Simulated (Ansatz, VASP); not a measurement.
**BaS: VASP beside Ansatz**

```xyz
2
Lattice="0.0000 3.2127 3.2127 3.2127 0.0000 3.2127 3.2127 3.2127 0.0000" Properties=species:S:1:pos:R:3 pbc="T T T"
Ba    0.0000    0.0000    0.0000
S     3.2127    3.2127    3.2127
```

Alike in both runs: task single point; functional r2SCAN; k mesh 6 × 6 × 6; occupations gaussian, width 0.02 eV; no spin polarisation.

|  | VASP | Ansatz |
| --- | --- | --- |
| version | VASP 6.6.1 | Ansatz 0.2.0 |
| potentials or method | VASP PAW PBE potentials, release 64 (Ba_sv, S), cutoff 520 eV | scalar-relativistic, plane waves, PAW |
| valence electrons in the cell | 16 | 16 |

|  | VASP | Ansatz | Ansatz less VASP |
| --- | --- | --- | --- |
| gap on the k mesh at the Fermi level (eV) | 2.49 | 2.58 | +0.086 |
| least direct gap on the mesh (eV) | 2.64 | 2.69 | +0.057 |

VASP's potentials were made for PBE, not for r2SCAN. The functional is the same, so the differences come from potentials, cutoffs and numerics.

Neither program's run includes spin-orbit coupling.
